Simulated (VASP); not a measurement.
# Ho2BN3 (P6mm) in VASP: relaxation of cell and atoms with PBE

Aim: the relaxation of cell and atoms of Ho2BN3 with PBE.

Everything below comes from runs of VASP 6.6.1. Logs are shortened: lines on timing, memory, paths and dates and some standing lists are left out, and cuts for length are marked.

## (1) The cell of the first run

Symmetry: P6mm, No. 183, hexagonal system. Conventional cell: a = 5.715 Å, b = 5.715 Å, c = 4.096 Å, α = 90.00°, β = 90.00°, γ = 120.00°. Ho (site symmetry 3m) has 2 N at 2.04 to 2.05 Å within 2.7 Å. B (site symmetry 6mm) has 1 N at 1.31 Å within 1.8 Å. Within 1.8 Å of N (site symmetry 6mm) lie 1 B at 1.31 Å. N (site symmetry 3m) has 2 Ho at 2.04 to 2.05 Å within 2.7 Å.

The cell was generated, and may not be a known phase.

## (2) Relaxation of cell and atoms, PBE

The input, INCAR:

```
PREC     = Accurate       # precision mode
ENCUT    = 600            # plane-wave cutoff, eV
EDIFF    = 1E-7           # SCF threshold, eV
ISMEAR   = 0              # smearing method
SIGMA    = 0.1            # smearing width, eV
LREAL    = False          # projectors in reciprocal space
LASPH    = True           # aspherical terms in the spheres
NELM     = 200            # most SCF steps
ALGO     = Normal         # electronic algorithm
ISIF     = 3              # what is computed and relaxed
LWAVE    = False          # write WAVECAR
LCHARG   = False          # write CHGCAR
GGA      = PE             # functional
IBRION   = 2              # ionic algorithm
NSW      = 100            # ionic steps
EDIFFG   = -0.01          # ionic threshold
GGA_COMPAT= False        
NELMIN   = 4            
LMAXMIX  = 6              # l up to which the mixer works
```

The input, KPOINTS:

```
Automatic mesh
0
Gamma
  12 12 10
```

The input, POSCAR:

```
Ho2BN3
1.0
    5.7151200310      0.0000000000      0.0000000000
   -2.8575600155      4.9494391325      0.0000000000
    0.0000000000      0.0000000000      4.0963506379
Ho B N
2 1 3
Direct
    0.3333333333      0.6666666667      0.5489691894
    0.6666666667      0.3333333333      0.5489691894
    0.0000000000      0.0000000000      0.7380489117
    0.0000000000      0.0000000000      0.4182235627
    0.3333333333      0.6666666667      0.0476873484
    0.6666666667      0.3333333333      0.0476873484
```

Potentials or basis: VASP PAW PBE potentials, release 64 (Ho_3, B, N), 4f in core.

Started as:

```
$ cat potpaw_PBE.64/Ho_3/POTCAR potpaw_PBE.64/B/POTCAR potpaw_PBE.64/N/POTCAR > POTCAR
$ mpirun -np 1 vasp_std > vasp.out
```

OUTCAR:

```text
PREC = Accurate
   ENCUT = 600
   EDIFF = 1E-7
   ISMEAR = 0
   LREAL = False
   LASPH = True
   NELM = 200
   ISIF = 3
   GGA = PE
   IBRION = 2
   NSW = 100
   EDIFFG = -0.01
   NELMIN = 4

 ion  position               nearest neighbor table
   1  0.333  0.667  0.549-   5 2.04   5 2.05   2 3.30   2 3.30   2 3.30
   2  0.667  0.333  0.549-   6 2.04   6 2.05   1 3.30   1 3.30   1 3.30
   3  0.000  0.000  0.738-   4 1.31
   4  0.000  0.000  0.418-   3 1.31
   5  0.333  0.667  0.048-   1 2.04   1 2.05
   6  0.667  0.333  0.048-   2 2.04   2 2.05

  LATTYP: Found a hexagonal cell.
 ALAT       =     5.7151200310
 C/A-ratio  =     0.7167567113

  Lattice vectors:

 A1 = (   5.7151200310,   0.0000000000,   0.0000000000)
 A2 = (  -2.8575600155,   4.9494391325,   0.0000000000)
 A3 = (   0.0000000000,   0.0000000000,   4.0963506379)

Analysis of symmetry for initial positions (statically):
=====================================================================
 Subroutine PRICEL returns:
 Original cell was already a primitive cell.

 Routine SETGRP: Setting up the symmetry group for a
 hexagonal supercell.

 Subroutine GETGRP returns: Found 12 space group operations
 (whereof 12 operations were pure point group operations)
 out of a pool of 24 trial point group operations.

The static configuration has the point symmetry C_6v.

Analysis of symmetry for dynamics (positions and initial velocities):
=====================================================================
 Subroutine PRICEL returns:
 Original cell was already a primitive cell.

 Routine SETGRP: Setting up the symmetry group for a
 hexagonal supercell.

 Subroutine GETGRP returns: Found 12 space group operations
 (whereof 12 operations were pure point group operations)
 out of a pool of 24 trial point group operations.

The dynamic configuration has the point symmetry C_6v.

 Subroutine INISYM returns: Found 12 space group operations
 (whereof 12 operations are pure point group operations),
 and found     1 'primitive' translations

----------------------------------------------------------------------------------------

                                     Primitive cell

  volume of cell :     115.8720

  direct lattice vectors                    reciprocal lattice vectors
     5.715120031  0.000000000  0.000000000     0.174974453  0.101021547  0.000000000
    -2.857560015  4.949439133  0.000000000     0.000000000  0.202043095  0.000000000
     0.000000000  0.000000000  4.096350638     0.000000000  0.000000000  0.244119727

  length of vectors
     5.715120031  5.715120031  4.096350638     0.202043095  0.202043095  0.244119727

  position of ions in fractional coordinates (direct lattice)
     0.333333333  0.666666667  0.548969189
     0.666666667  0.333333333  0.548969189
     0.000000000  0.000000000  0.738048912
     0.000000000  0.000000000  0.418223563
     0.333333333  0.666666667  0.047687348
     0.666666667  0.333333333  0.047687348

  ion indices of the primitive-cell ions
   primitive index   ion index
                 1           1
                 2           2
                 3           3
                 4           4
                 5           5
                 6           6

----------------------------------------------------------------------------------------

 KPOINTS: Automatic mesh

Automatic generation of k-mesh.
 Grid dimensions read from file:
 generate k-points for:   12   12   10

 Generating k-lattice:

  Cartesian coordinates                     Fractional coordinates (reciprocal lattice)
     0.014581204  0.008418462  0.000000000     0.083333333 -0.000000000  0.000000000
     0.000000000  0.016836925  0.000000000     0.000000000  0.083333333  0.000000000
     0.000000000  0.000000000  0.024411973     0.000000000  0.000000000  0.100000000

  Length of vectors
     0.016836925  0.016836925  0.024411973

  Shift w.r.t. Gamma in fractional coordinates (k-lattice)
     0.000000000  0.000000000  0.000000000

 Subroutine IBZKPT returns following result:
 ===========================================

 Found    114 irreducible k-points:

 Following reciprocal coordinates:
            Coordinates               Weight
  0.000000  0.000000  0.000000      1.000000
  0.083333  0.000000  0.000000      6.000000
  0.166667 -0.000000  0.000000      6.000000
  0.250000 -0.000000  0.000000      6.000000
  0.333333 -0.000000  0.000000      6.000000
  0.416667  0.000000  0.000000      6.000000
[... 16 lines left out ...]
  0.250000 -0.000000  0.100000     12.000000
  0.333333 -0.000000  0.100000     12.000000
 [... further k-points ...]
   k-points           NKPTS =    114   k-points in BZ     NKDIM =    114   number of bands    NBANDS=     22
   number of dos      NEDOS =    301   number of ions     NIONS =      6
   total plane-waves  NPLWV =  82944
   dimension x,y,z NGX =    48 NGY =   48 NGZ =   36
   dimension x,y,z NGXF=    96 NGYF=   96 NGZF=   72
   ions per type =               2   1   3
   NGX,Y,Z   is equivalent  to a cutoff of  13.96, 13.96, 14.61 a.u.
   NGXF,Y,Z  is equivalent  to a cutoff of  27.93, 27.93, 29.22 a.u.
 SYSTEM =  unknown system
   PREC   = accura    normal or accurate (medium, high low for compatibility)
   ISTART =      0    job   : 0-new  1-cont  2-samecut
   ICHARG =      2    charge: 1-file 2-atom 10-const
   ISPIN  =      1    spin polarized calculation?
   LNONCOLLINEAR =      F non collinear calculations
   LSORBIT =      F    spin-orbit coupling
   LASPH  =      T    aspherical Exc in radial PAW
   ENCUT  =  600.0 eV  44.10 Ry    6.64 a.u.  11.41 11.41  8.18*2*pi/ulx,y,z
   NELM   =    200;   NELMIN=  4; NELMDL= -5     # of ELM steps
   EDIFF  = 0.1E-06   stopping-criterion for ELM
   LREAL  =      F    real-space projection
   EDIFFG = -.1E-01   stopping-criterion for IOM
   NSW    =    100    number of steps for IOM
   IBRION =      2    ionic relax: 0-MD 1-quasi-New 2-CG
   NFREE  =      1    steps in history (QN), initial steepest desc. (CG)
   ISIF   =      3    stress and relaxation
   ISYM   =      2    0-nonsym 1-usesym 2-fastsym
   POTIM  = 0.5000    time-step for ionic-motion
   TEBEG  =    0.0;   TEEND  =   0.0 temperature during run
   PSTRESS=    0.0 pullay stress
   NELECT =      36.0000    total number of electrons
   NUPDOWN=      -1.0000    fix difference up-down
   EMIN   =  10.00;   EMAX   =-10.00  energy-range for DOS
   EFERMI =   0.00;   METHOD = LEGACY
   ISMEAR =     0;   SIGMA  =   0.10  broadening in eV -4-tet -1-fermi 0-gaus
   EFERMI_NEDOS =   21; number of points for ismear=-14 and -15
   IALGO  =     38    algorithm
   IMIX   =      4    mixing-type and parameters
     AMIX     =   0.40;   BMIX     =  1.00
     AMIX_MAG =   1.60;   BMIX_MAG =  1.00
  volume/ion in A,a.u.               =      19.31       130.32
  Fermi-wavevector in a.u.,A,eV,Ry     =   1.108791  2.095310 16.727226  1.229416
  Thomas-Fermi vector in A             =   2.245322
   LORBIT       =      0    0 simple, 1 ext, 2 COOP (PROOUT), +10 PAW based schemes
   GGA     = PE    functional components
   LHFCALC =     F    Hartree Fock is set to
   AEXX    =    0.0000 exact exchange contribution
   IVDW    =     0    specifies the selected vdW correction
   LEPSILON=     F    determine dielectric tensor
   LRPA    =     F    only Hartree local field effects (RPA)
 conjugate gradient relaxation of ions
 non-spin polarized calculation
 Gauss-broadening in eV      SIGMA  =   0.10
  energy-cutoff  :      600.00
  volume of cell :      115.87
 maximum number of plane-waves:      3904
 NGX is ok and might be reduce to    48
   NGX = 23   NGY = 23   NGZ = 17

--------------------------------------- Ionic step        1  -------------------------------------------

 number of electron      35.9999996 magnetization

 Free energy of the ion-electron system (eV)
  ---------------------------------------------------
  ext. energy  EPLUGINS =         0.00000000
  ---------------------------------------------------
  free energy    TOTEN  =       -34.96395268 eV

  energy without entropy =      -34.94320760  energy(sigma->0) =      -34.95358014

------------------------ aborting loop because EDIFF is reached ----------------------------------------

  FORCE on cell =-STRESS in cart. coord.  units (eV):
  Direction    XX          YY          ZZ          XY          YZ          ZX
  --------------------------------------------------------------------------------------
  -------------------------------------------------------------------------------------
  Total        0.1722370      0.1722370     -0.1415839      0.0000000     -0.0000000      0.0000000
  in kB        2.3815433      2.3815433     -1.9576988      0.0000000     -0.0000000      0.0000000
  external PRESSURE =       0.9351293 kB  Pullay stress =       0.0000000 kB
[... 101 lines left out ...]
  FREE ENERGIE OF THE ION-ELECTRON SYSTEM (eV)
  ---------------------------------------------------
  free  energy   TOTEN  =       -34.9644912636 eV

  energy  without entropy=      -34.9442779235  energy(sigma->0) =      -34.95438459

[... ionic steps 4 to 10 ...]

--------------------------------------- Ionic step       11  -------------------------------------------

 number of electron      35.9999998 magnetization

------------------------ aborting loop because EDIFF is reached ----------------------------------------

  FORCE on cell =-STRESS in cart. coord.  units (eV):
  Direction    XX          YY          ZZ          XY          YZ          ZX
  --------------------------------------------------------------------------------------
  -------------------------------------------------------------------------------------
  Total       -0.0158438     -0.0158438      0.0405978      0.0000000     -0.0000000      0.0000000
  in kB       -0.2157760     -0.2157760      0.5529008      0.0000000     -0.0000000      0.0000000
  external PRESSURE =       0.0404496 kB  Pullay stress =       0.0000000 kB
[... 65 lines left out ...]
  energy  without entropy=      -34.9457082666  energy(sigma->0) =      -34.95558669

--------------------------------------- Ionic step       13  -------------------------------------------

 number of electron      35.9999998 magnetization

 Free energy of the ion-electron system (eV)
  ---------------------------------------------------
  ext. energy  EPLUGINS =         0.00000000
  ---------------------------------------------------
  free energy    TOTEN  =       -34.96547408 eV

  energy without entropy =      -34.94570149  energy(sigma->0) =      -34.95558778

 E-fermi :   1.2129     XC(G=0):  -9.1131

 val. band max:        1.2095886386   @ k =   0.4167   0.0833   0.1000
 cond. band min:       1.2265783059   @ k =   0.2500   0.1667   0.0000
 fundamental gap:      0.0169896673
 Fermi energy:         1.2128676265

 k-point     1 :       0.0000    0.0000    0.0000
  band No.  band energies     occupation
      1     -22.9603      2.00000
      2     -22.9603      2.00000
      3     -22.5855      2.00000
      4     -22.5855      2.00000
      5     -22.4703      2.00000
      6     -22.3818      2.00000
[... 574 lines left out ...]
      6     -22.4309      2.00000
[... 14 lines left out ...]
     21       2.5340      0.00000
     22       2.8606      0.00000

 [... further k-points ...]
[... 5 lines left out ...]
  --------------------------------------------------------------------------------------
  -------------------------------------------------------------------------------------
  Total       -0.0073975     -0.0073975      0.0310658     -0.0000000      0.0000000      0.0000000
  in kB       -0.1007837     -0.1007837      0.4232377     -0.0000000      0.0000000      0.0000000
  external PRESSURE =       0.0738901 kB  Pullay stress =       0.0000000 kB
[... 21 lines left out ...]
  FREE ENERGIE OF THE ION-ELECTRON SYSTEM (eV)
  ---------------------------------------------------
  free  energy   TOTEN  =       -34.9654740794 eV

  energy  without entropy=      -34.9457014866  energy(sigma->0) =      -34.95558778

 reached required accuracy - stopping structural energy minimisation
```

Wall time 54 min (1 thread of Intel Xeon Platinum 8488C (Sapphire Rapids), shared host); peak memory 0.56 GiB.

Results:

```
Free energy                           : -34.9655 eV
Relaxed volume                        : 19.60 Å³/atom
Relaxed cell                          : a = 5.762 Å, b = 5.762 Å, c = 4.089 Å, α = 90.00°, β = 90.00°, γ = 120.00°
Space group after relaxing (to 0.1 Å) : P6mm (No. 183)
Energy gained by relaxing             : 0.3 meV/atom
Ionic steps                           : 13
Pressure after relaxing               : 0.0 GPa
Largest force after relaxing          : 0.009 eV/Å
Band gap on the k mesh                : zero (bands 18 and 19 overlap by 2.02 eV)
```

Forces on the atoms (eV/Å):
```
Ho   0.000  0.000  0.007
Ho   0.000  0.000  0.007
B    0.000  0.000 -0.002
N    0.000  0.000  0.007
N    0.000  0.000 -0.009
N    0.000  0.000 -0.009
```

Step by step:
```csv
step,energy change (eV),largest force (eV/Å),pressure (GPa),volume (Å³)
1,0.0000,0.0387,0.09,115.87
2,-0.0005,0.0611,0.16,116.06
3,-0.0005,0.1034,0.18,116.14
4,-0.0008,0.0441,0.25,116.29
5,-0.0009,0.0628,0.32,116.54
6,-0.0011,0.0548,0.29,116.70
7,-0.0014,0.0289,0.16,117.16
8,-0.0014,0.0273,-0.11,118.08
9,-0.0015,0.0122,0.04,117.60
10,-0.0015,0.0124,0.01,117.67
11,-0.0015,0.0123,0.00,117.64
12,-0.0015,0.0123,0.02,117.62
13,-0.0015,0.0088,0.01,117.60
```

Final structure:
```xyz
6
Lattice="5.7624 0.0000 0.0000 -2.8812 4.9904 0.0000 0.0000 0.0000 4.0895" Properties=species:S:1:pos:R:3 pbc="T T T"
Ho    0.0000    3.3269    2.2444
Ho    2.8812    1.6635    2.2444
B     0.0000    0.0000    3.0198
N     0.0000    0.0000    1.7082
N     0.0000    3.3269    0.1959
N     2.8812    1.6635    0.1959
```

Caveat: spin-orbit coupling is left out, which moves the levels of the heavy elements; the 4f electrons are frozen in the core, so they carry no moment and show no levels; the run has no spin polarisation, though such a crystal can be magnetic. With open d or f shells a metallic result of PBE can be an artefact of self-interaction; +U or a hybrid may open a gap.
